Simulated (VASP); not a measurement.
A run of VASP 6.6.1 is set up as follows.

File INCAR:

```
SYSTEM = Sn2Te3Pt
ALGO = Normal
EDIFF = 1E-7
EDIFFG = -0.04
ENCUT = 600
GGA = PE
IBRION = 2
ISIF = 3
ISMEAR = 0
LASPH = .TRUE.
LCHARG = .FALSE.
LREAL = .FALSE.
LWAVE = .FALSE.
NELM = 60
NSW = 90
PREC = Accurate
SIGMA = 0.1
```

The input KPOINTS:

```
k-points
0
G
  4 4 4
  0 0 0
```

The input POSCAR:

```
Sn2Te3Pt
1.0
    6.3685919800      0.0000000000      0.0000000000
    0.0000000000      6.3685919800      0.0000000000
    0.0000000000      0.0000000000      5.2712814100
Sn Te Pt
2 3 1
Direct
    0.0000000000      0.5000000000      0.5000000000
    0.5000000000      0.0000000000      0.5000000000
    0.0000000000      0.0000000000      0.5000000000
    0.5000000000      0.5000000000      0.0000000000
    0.0000000000      0.0000000000      0.0000000000
    0.5000000000      0.5000000000      0.5000000000
```

Potentials or basis: VASP PAW PBE potentials, release 64 (Sn_d, Te, Pt).

Command:

```bash
$ cat potpaw_PBE.64/Sn_d/POTCAR potpaw_PBE.64/Te/POTCAR potpaw_PBE.64/Pt/POTCAR > POTCAR
$ mpirun -np 1 vasp_std > vasp.out
```

Q: What does it give for the space group after relaxing (to 0.05 Å)?

A: P4/mmm (No. 123).

Q: What does it give for the relaxed volume?

A: 32.22 Å³/atom.

Q: Predict the band gap on the k mesh.

A: Zero (band 28 reaches 6.13 eV, above the bottom of band 29 at 5.08 eV).

Q: What does it give for the relaxed cell?

A: a = 5.824 Å, b = 5.824 Å, c = 5.698 Å, α = 90.00°, β = 90.00°, γ = 90.00°.

Final structure:
```cif
data_structure
_symmetry_space_group_name_H-M 'P 1'
_symmetry_Int_Tables_number 1
_cell_length_a 5.8241
_cell_length_b 5.8241
_cell_length_c 5.6984
_cell_angle_alpha 90.000
_cell_angle_beta 90.000
_cell_angle_gamma 90.000
_cell_volume 193.29
loop_
_atom_site_label
_atom_site_type_symbol
_atom_site_fract_x
_atom_site_fract_y
_atom_site_fract_z
_atom_site_occupancy
Sn1 Sn 0.00000 0.50000 0.50000 1
Sn2 Sn 0.50000 0.00000 0.50000 1
Te1 Te 0.00000 0.00000 0.50000 1
Te2 Te 0.50000 0.50000 0.00000 1
Te3 Te 0.00000 0.00000 0.00000 1
Pt1 Pt 0.50000 0.50000 0.50000 1
```

Caveat: spin-orbit coupling is left out, which moves the levels of the heavy elements.
